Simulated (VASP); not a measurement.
# MgI2 (C2/m) in VASP: notebook

MgI2 is run at these levels: PBEsol; tasks: single point.

Program: VASP 6.6.1. These are calculated values, not measurements. Logs are shortened: lines on timing, memory, paths and dates and some standing lists are left out, and cuts for length are marked.

## Step 1: The cell of the first run

It takes space group C2/m (No. 12, monoclinic). Conventional cell: a = 6.714 Å, b = 4.069 Å, c = 6.906 Å, α = 90.00°, β = 92.33°, γ = 90.00°. Mg (site symmetry 2/m) has 6 I at 2.77 to 2.84 Å within 3.6 Å. Within 3.6 Å of I (site symmetry m) lie 3 Mg at 2.77 to 2.84 Å.

## Step 2: Single point, PBEsol (strained and its atoms moved)

INCAR reads:

```
SYSTEM = MgI2
  PREC = Accurate
  ENCUT = 520
  EDIFF = 1E-6
  ISMEAR = 0
  SIGMA = 0.02
  LREAL = .False.
  LASPH = .True.
  NELM = 100
  ALGO = Normal
  ISIF = 2
  LWAVE = .False.
  LCHARG = .False.
  GGA = PS
  NBANDS = 15
```

KPOINTS reads:

```
Automatic mesh
0
Gamma
  6 6 4
  0 0 0
```

POSCAR reads:

```
MgI2
1.0
    4.0693800089      0.0000000000      0.0000000000
   -2.0346900045      3.3560528781      0.0706851731
    0.0000000000      0.1348383000      6.9047502600
Mg I
1 2
Direct
    0.0000000000      0.0000000000      0.0000000000
    0.3420933089      0.6841866179      0.7631371887
    0.6579066911      0.3158133821      0.2368628113
```

Potentials or basis: VASP PAW PBE potentials, release 64 (Mg, I).

Run with:

```sh
$ cat potpaw_PBE.64/Mg/POTCAR potpaw_PBE.64/I/POTCAR > POTCAR
$ mpirun -np 1 vasp_std > vasp.out
```

OUTCAR:

```text
SYSTEM = MgI2
   PREC = Accurate
   ENCUT = 520
   EDIFF = 1E-6
   ISMEAR = 0
   LREAL = .False.
   LASPH = .True.
   NELM = 100
   ISIF = 2
   GGA = PS

 ion  position               nearest neighbor table
   1  0.000  0.000  0.000-   2 2.77   3 2.77   3 2.84   2 2.84   3 2.84   2 2.84
   2  0.342  0.684  0.763-   1 2.77   1 2.84   1 2.84
   3  0.658  0.316  0.237-   1 2.77   1 2.84   1 2.84

  LATTYP: Found a base centered monoclinic cell.
 ALAT       =     6.7135943620
 B/A-ratio  =     0.6061402863
 C/A-ratio  =     1.0286690476
 COS(beta)  =    -0.0405735988

  Lattice vectors:

 A1 = (  -2.0346900044,  -3.3560528781,  -0.0706851731)
 A2 = (   2.0346900045,  -3.3560528781,  -0.0706851731)
 A3 = (   0.0000000000,   0.1348383000,   6.9047502600)

Analysis of symmetry for initial positions (statically):
=====================================================================
 Subroutine PRICEL returns:
 Original cell was already a primitive cell.

 Routine SETGRP: Setting up the symmetry group for a
 base centered monoclinic supercell.

 Subroutine GETGRP returns: Found  4 space group operations
 (whereof  4 operations were pure point group operations)
 out of a pool of  4 trial point group operations.

The static configuration has the point symmetry C_2h.

Analysis of symmetry for dynamics (positions and initial velocities):
=====================================================================
 Subroutine PRICEL returns:
 Original cell was already a primitive cell.

 Routine SETGRP: Setting up the symmetry group for a
 base centered monoclinic supercell.

 Subroutine GETGRP returns: Found  4 space group operations
 (whereof  4 operations were pure point group operations)
 out of a pool of  4 trial point group operations.

The dynamic configuration has the point symmetry C_2h.

 Subroutine INISYM returns: Found  4 space group operations
 (whereof  4 operations are pure point group operations),
 and found     1 'primitive' translations

----------------------------------------------------------------------------------------

                                     Primitive cell

  volume of cell :      94.2598

  direct lattice vectors                    reciprocal lattice vectors
     4.069380009  0.000000000  0.000000000     0.245737679  0.149045845 -0.002910618
    -2.034690004  3.356052878  0.070685173     0.000000000  0.298091690 -0.005821235
     0.000000000  0.134838300  6.904750260     0.000000000 -0.003051618  0.144887423

  length of vectors
     4.069380009  3.925308998  6.906066718     0.287419802  0.298148524  0.144919557

[... 89 lines left out ...]
   ISYM   =      2    0-nonsym 1-usesym 2-fastsym
   POTIM  = 0.5000    time-step for ionic-motion
   TEBEG  =    0.0;   TEEND  =   0.0 temperature during run
   PSTRESS=    0.0 pullay stress
   NELECT =      16.0000    total number of electrons
   NUPDOWN=      -1.0000    fix difference up-down
   EMIN   =  10.00;   EMAX   =-10.00  energy-range for DOS
   EFERMI =   0.00;   METHOD = LEGACY
   ISMEAR =     0;   SIGMA  =   0.02  broadening in eV -4-tet -1-fermi 0-gaus
   EFERMI_NEDOS =   21; number of points for ismear=-14 and -15
   IALGO  =     38    algorithm
   IMIX   =      4    mixing-type and parameters
     AMIX     =   0.40;   BMIX     =  1.00
     AMIX_MAG =   1.60;   BMIX_MAG =  1.00
  volume/ion in A,a.u.               =      31.42       212.03
  Fermi-wavevector in a.u.,A,eV,Ry     =   0.906441  1.712924 11.179018  0.821635
  Thomas-Fermi vector in A             =   2.030129
   LORBIT       =      0    0 simple, 1 ext, 2 COOP (PROOUT), +10 PAW based schemes
   GGA     = PS    functional components
   LHFCALC =     F    Hartree Fock is set to
   AEXX    =    0.0000 exact exchange contribution
   IVDW    =     0    specifies the selected vdW correction
   LEPSILON=     F    determine dielectric tensor
   LRPA    =     F    only Hartree local field effects (RPA)
 non-spin polarized calculation
 Gauss-broadening in eV      SIGMA  =   0.02
  energy-cutoff  :      520.00
  volume of cell :       94.26
 maximum number of plane-waves:      2561
   NGX = 15   NGY = 15   NGZ = 25

 number of electron      15.9999998 magnetization

 Free energy of the ion-electron system (eV)
  ---------------------------------------------------
  ext. energy  EPLUGINS =         0.00000000
  ---------------------------------------------------
  free energy    TOTEN  =        -8.29557223 eV

  energy without entropy =       -8.29557223  energy(sigma->0) =       -8.29557223

 E-fermi :   3.3325     XC(G=0):  -8.6912

 val. band max:        3.1781752751   @ k =   0.0000   0.0000   0.0000
 cond. band min:       6.4252618567   @ k =   0.0000   0.5000   0.5000
 fundamental gap:      3.2470865816
 Fermi energy:         3.3325242821

 k-point     1 :       0.0000    0.0000    0.0000
  band No.  band energies     occupation
      1      -9.5648      2.00000
      2      -8.7299      2.00000
      3      -1.0255      2.00000
      4       2.5496      2.00000
      5       2.7389      2.00000
      6       2.8059      2.00000
      7       2.9539      2.00000
      8       3.1782      2.00000
      9       7.1325      0.00000
     10       7.8549      0.00000
     11       9.6215      0.00000
     12      10.0328      0.00000
     13      10.2270      0.00000
     14      10.8490      0.00000
[... 401 lines left out ...]
      2      -8.5427      2.00000
      3      -0.4058      2.00000
      4       0.4462      2.00000
      5       0.9757      2.00000
      6       1.7434      2.00000
      7       2.1232      2.00000
      8       2.5678      2.00000
      9       8.2380      0.00000
     10       8.7883      0.00000
     11       9.8599      0.00000
     12      10.2544      0.00000
     13      10.4937      0.00000
     14      10.7527      0.00000
     15      11.8146      0.00000

 [... further k-points ...]
[... 5 lines left out ...]
  --------------------------------------------------------------------------------------
  -------------------------------------------------------------------------------------
  Total        1.7484038      3.1308142      1.8532747     -0.0000000     -0.3617816      0.0000000
  in kB       29.7184376     53.2159145     31.5009780     -0.0000000     -6.1493714      0.0000000
  external PRESSURE =      38.1451100 kB  Pullay stress =       0.0000000 kB

 VOLUME and BASIS-vectors are now :
 -----------------------------------------------------------------------------
  energy-cutoff  :      520.00
  volume of cell :       94.26
      direct lattice vectors                 reciprocal lattice vectors
     4.069380009  0.000000000  0.000000000     0.245737679  0.149045845 -0.002910618
    -2.034690004  3.356052878  0.070685173     0.000000000  0.298091690 -0.005821235
     0.000000000  0.134838300  6.904750260     0.000000000 -0.003051618  0.144887423

 POSITION                                       TOTAL-FORCE (eV/Angst)
 -----------------------------------------------------------------------------------
      0.00000      0.00000      0.00000         0.000000     -0.000000      0.000000
     -0.00000      2.39907      5.31763        -0.000000      0.091732     -0.513992
      2.03469      1.09182      1.65780         0.000000     -0.091732      0.513992
 -----------------------------------------------------------------------------------
    total drift:                               -0.000000      0.000000      0.000000

  FREE ENERGIE OF THE ION-ELECTRON SYSTEM (eV)
  ---------------------------------------------------
  free  energy   TOTEN  =        -8.2955722267 eV

  energy  without entropy=       -8.2955722267  energy(sigma->0) =       -8.29557223
```

OSZICAR:

```text
N       E                     dE             d eps       ncg     rms          rms(c)
DAV:   1     0.757667661814E+02    0.75767E+02   -0.58246E+03  1410   0.847E+02
DAV:   2    -0.254791377548E+01   -0.78315E+02   -0.71436E+02  1949   0.133E+02
DAV:   3    -0.830966188473E+01   -0.57617E+01   -0.57385E+01  1830   0.417E+01
DAV:   4    -0.841435055216E+01   -0.10469E+00   -0.10468E+00  1989   0.668E+00
DAV:   5    -0.841536394976E+01   -0.10134E-02   -0.10134E-02  1929   0.601E-01    0.479E+00
DAV:   6    -0.832085462234E+01    0.94509E-01   -0.82843E-02  1599   0.139E+00    0.302E+00
DAV:   7    -0.829739881000E+01    0.23456E-01   -0.98766E-02  1718   0.152E+00    0.567E-01
DAV:   8    -0.829555332744E+01    0.18455E-02   -0.76150E-03  1634   0.465E-01    0.189E-01
DAV:   9    -0.829557133174E+01   -0.18004E-04   -0.36347E-04  1935   0.122E-01    0.676E-02
DAV:  10    -0.829556786987E+01    0.34619E-05   -0.23767E-05  1704   0.306E-02    0.424E-02
DAV:  11    -0.829557235601E+01   -0.44861E-05   -0.71898E-06  1683   0.159E-02    0.146E-02
DAV:  12    -0.829557222672E+01    0.12929E-06   -0.52263E-07  1531   0.371E-03
   1 F= -.82955722E+01 E0= -.82955722E+01  d E =-.106642E-29
```

It took 48 s on 1 thread of Intel Xeon Platinum 8488C (Sapphire Rapids), shared host; peak memory 0.24 GiB.

What came out:

| Quantity | Value |
| --- | --- |
| Free energy | -8.2956 eV |
| Pressure | 3.8 GPa |
| Largest force | 0.522 eV/Å |
| Band gap on the k mesh | 3.25 eV, indirect (least direct gap 3.95 eV) |

Forces in eV/Å, atoms in the order of the input:
```
Mg   0.000  0.000  0.000
I    0.000  0.092 -0.514
I    0.000 -0.092  0.514
```

Levels at points of the mesh, in eV from the valence-band top:
```
           k point  band 4  band 5  band 6  band 7  band 8  band 9  band 10  band 11  band 12  band 13
(0.00, 0.00, 0.00)   -0.63   -0.44   -0.37   -0.22    0.00    3.95     4.68     6.44     6.85     7.05
(0.50, 0.00, 0.00)   -3.57   -2.40   -1.49   -1.20   -0.57    3.58     5.06     5.23     7.18     7.67
(0.00, 0.50, 0.00)   -3.55   -2.16   -1.91   -1.39   -0.89    3.32     4.90     5.20     6.66     7.74
(0.00, 0.00, 0.50)   -1.91   -0.59   -0.34   -0.26   -0.11    4.75     4.95     6.28     6.95     7.39
(0.50, 0.00, 0.50)   -3.89   -1.61   -1.36   -1.25   -0.76    3.55     4.94     5.09     5.73     7.91
(0.00, 0.50, 0.50)   -3.89   -1.77   -1.61   -1.10   -1.03    3.25     4.71     5.01     5.75     7.47
```

Caveat: the cell differs from its parent crystal (strained and its atoms moved); the PAW data sets were made with another functional, which shifts forces and pressure a little; spin-orbit coupling is left out, which moves the levels of the heavy elements; this functional lacks dispersion, which binds the layers, so the pressure and a relaxed spacing across them are unreliable. A k mesh can miss the band edges.

## Step 3: Single point, PBEsol (strained and its atoms moved)

INCAR reads:

```
SYSTEM = MgI2
ALGO     = Normal         ! electronic algorithm
EDIFF    = 1E-7           ! SCF threshold, eV
ENCUT    = 520            ! plane-wave cutoff, eV
GGA      = PS             ! functional
ISIF     = 2              ! what is computed and relaxed
ISMEAR   = 0              ! smearing method
LASPH    = .TRUE.         ! aspherical terms in the spheres
LCHARG   = .FALSE.        ! write CHGCAR
LREAL    = .FALSE.        ! projectors in reciprocal space
LWAVE    = .FALSE.        ! write WAVECAR
NBANDS   = 15             ! bands
NELM     = 100            ! most SCF steps
PREC     = Accurate       ! precision mode
SIGMA    = 0.02           ! smearing width, eV
```

KPOINTS reads:

```
k-points
0
G
  6 6 4
  0 0 0
```

POSCAR reads:

```
MgI2
1.0
    4.4430468719      0.0000000000      0.0000000000
   -2.2215234359      3.6581825313     -0.1438883930
    0.0000000000     -0.2744800000      7.0927690600
Mg I
1 2
Direct
    0.0000000000      0.0000000000      0.0000000000
    0.3322068172      0.6644136345      0.7308837348
    0.6677931828      0.3355863655      0.2691162652
```

Potentials or basis: VASP PAW PBE potentials, release 64 (Mg, I).

Run with:

```sh
$ cat potpaw_PBE.64/Mg/POTCAR potpaw_PBE.64/I/POTCAR > POTCAR
$ mpirun -np 1 vasp_std > vasp.out
```

OUTCAR:

```text
SYSTEM = MgI2
   EDIFF = 1E-7
   ENCUT = 520
   GGA = PS
   ISIF = 2
   ISMEAR = 0
   LASPH = .TRUE.
   LREAL = .FALSE.
   NELM = 100
   PREC = Accurate

 ion  position               nearest neighbor table
   1  0.000  0.000  0.000-   2 3.12   3 3.12   3 3.12   2 3.12   3 3.21   2 3.21
   2  0.332  0.664  0.731-   1 3.12   1 3.12   1 3.21
   3  0.668  0.336  0.269-   1 3.12   1 3.12   1 3.21

  LATTYP: Found a base centered monoclinic cell.
 ALAT       =     7.3220224807
 B/A-ratio  =     0.6068059588
 C/A-ratio  =     0.9694149510
 COS(beta)  =    -0.0779132570

  Lattice vectors:

[... 616 lines left out ...]
     13       8.5429      0.00000
     14       8.8348      0.00000
     15       9.5759      0.00000

 [... further k-points ...]
[... 5 lines left out ...]
  --------------------------------------------------------------------------------------
  -------------------------------------------------------------------------------------
  Total       -3.3380909     -2.2113781     -3.8449972     -0.0000000      0.3414498      0.0000000
  in kB      -46.4631034    -30.7803152    -53.5187660     -0.0000000      4.7526613      0.0000000
  external PRESSURE =     -43.5873949 kB  Pullay stress =       0.0000000 kB

 VOLUME and BASIS-vectors are now :
 -----------------------------------------------------------------------------
  energy-cutoff  :      520.00
  volume of cell :      115.11
      direct lattice vectors                 reciprocal lattice vectors
     4.443046872  0.000000000  0.000000000     0.225070774  0.136888257  0.005297379
    -2.221523436  3.658182531 -0.143888393     0.000000000  0.273776514  0.010594759
     0.000000000 -0.274480000  7.092769060     0.000000000  0.005554003  0.141203591

 POSITION                                       TOTAL-FORCE (eV/Angst)
 -----------------------------------------------------------------------------------
      0.00000      0.00000      0.00000        -0.000000      0.000000      0.000000
     -0.00000      2.22993      5.08839        -0.000000     -0.043750      1.108029
      2.22152      1.15377      1.86049         0.000000      0.043750     -1.108029
 -----------------------------------------------------------------------------------
    total drift:                                0.000000      0.000000     -0.000000

  FREE ENERGIE OF THE ION-ELECTRON SYSTEM (eV)
  ---------------------------------------------------
  free  energy   TOTEN  =        -7.9458395335 eV

  energy  without entropy=       -7.9458395335  energy(sigma->0) =       -7.94583953
```

stdout:

```text
POSCAR found type information on POSCAR MgI
 POSCAR found :  2 types and       3 ions
 scaLAPACK will be used
 -----------------------------------------------------------------------------
|                                                                             |
|                                                                             |
|     You enforced a specific xc type in the INCAR file but a different       |
|     I HOPE YOU KNOW WHAT YOU ARE DOING!                                     |
|                                                                             |
 -----------------------------------------------------------------------------

 LDA part: xc-table for (Slater+PW92), standard interpolation
 POSCAR, INCAR and KPOINTS ok, starting setup
 FFT: planning ... GRIDC
 FFT: planning ... GRID_SOFT
 FFT: planning ... GRID
 WAVECAR not read
 entering main loop
```

It took 68 s on 1 thread of Intel Xeon Platinum 8488C (Sapphire Rapids), shared host; peak memory 0.28 GiB.

What came out:

| Quantity | Value |
| --- | --- |
| Free energy | -7.9458 eV |
| Pressure | -4.4 GPa |
| Largest force | 1.109 eV/Å |
| Band gap on the k mesh | 2.48 eV, direct |

Forces in eV/Å, atoms in the order of the input:
```
Mg   0.000  0.000  0.000
I    0.000 -0.044  1.108
I    0.000  0.044 -1.108
```

Stress tensor (GPa, compression positive):
```
-4.65  0.00  0.00
 0.00 -3.08  0.48
 0.00  0.48 -5.35
```

Levels at points of the mesh, in eV from the valence-band top:
```csv
k point,band 5,band 6,band 7,band 8,band 9,band 10,band 11,band 12
"(0.00, 0.00, 0.00)",-0.31,-0.28,-0.21,0.00,2.48,4.53,6.39,6.54
"(0.50, 0.00, 0.00)",-1.96,-1.06,-1.05,-0.36,3.19,4.74,5.05,6.43
"(0.00, 0.50, 0.00)",-1.74,-1.42,-1.07,-0.62,2.97,4.45,5.11,5.84
"(0.00, 0.00, 0.50)",-0.53,-0.32,-0.20,-0.13,3.70,4.42,6.13,6.36
"(0.50, 0.00, 0.50)",-1.17,-0.80,-0.77,-0.71,2.79,4.55,5.54,5.73
"(0.00, 0.50, 0.50)",-1.09,-1.07,-1.03,-0.82,2.70,4.31,5.32,5.83
```

Caveat: the cell differs from its parent crystal (strained and its atoms moved); the PAW data sets were made with another functional, which shifts forces and pressure a little; spin-orbit coupling is left out, which moves the levels of the heavy elements; this functional lacks dispersion, which binds the layers, so the pressure and a relaxed spacing across them are unreliable.
